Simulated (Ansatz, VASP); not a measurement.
CoO in VASP and in Ansatz

```
Co O
1.0
     1.53500    0.88623    2.48778
    -1.53500    0.88623    2.48778
     0.00000   -1.77246    2.48778
Co O
1 1
Cartesian
  0.0000 0.0000 0.0000
  0.0000 0.0000 3.7317
```

Change from the starting cell: volume scaled by 1.06.

Alike in both runs: task single point; functional LDA; k mesh 11 × 11 × 11; occupations fermi-dirac, width 0.05 eV; collinear spin.

```csv
,VASP,Ansatz
version,VASP 6.6.1,Ansatz 0.2.0
potentials or method,"VASP PAW LDA potentials, release 64 (Co, O), cutoff 520 eV","all-electron LAPW, scalar-relativistic"
```

|  | VASP | Ansatz | Ansatz less VASP |
| --- | --- | --- | --- |
| gap on the k mesh at the Fermi level (eV) | none | none | - |
| pressure (GPa) | -25.8 | -24.7 | +1.04 |
| net moment per atom (μB) | 1.45 | 1.49 | +0.041 |
| size of the moment on the site where the two differ most (μB) | 2.51 | 2.59 | +0.083 |

LDA's correlation is that of Perdew and Zunger in VASP and of Perdew and Wang (1992) in Ansatz. Site moments also hang on the region over which each program counts them. A gap of «none» marks a metal or a gap that the smearing closes. Ansatz ran all-electron here, and VASP with PAW potentials.
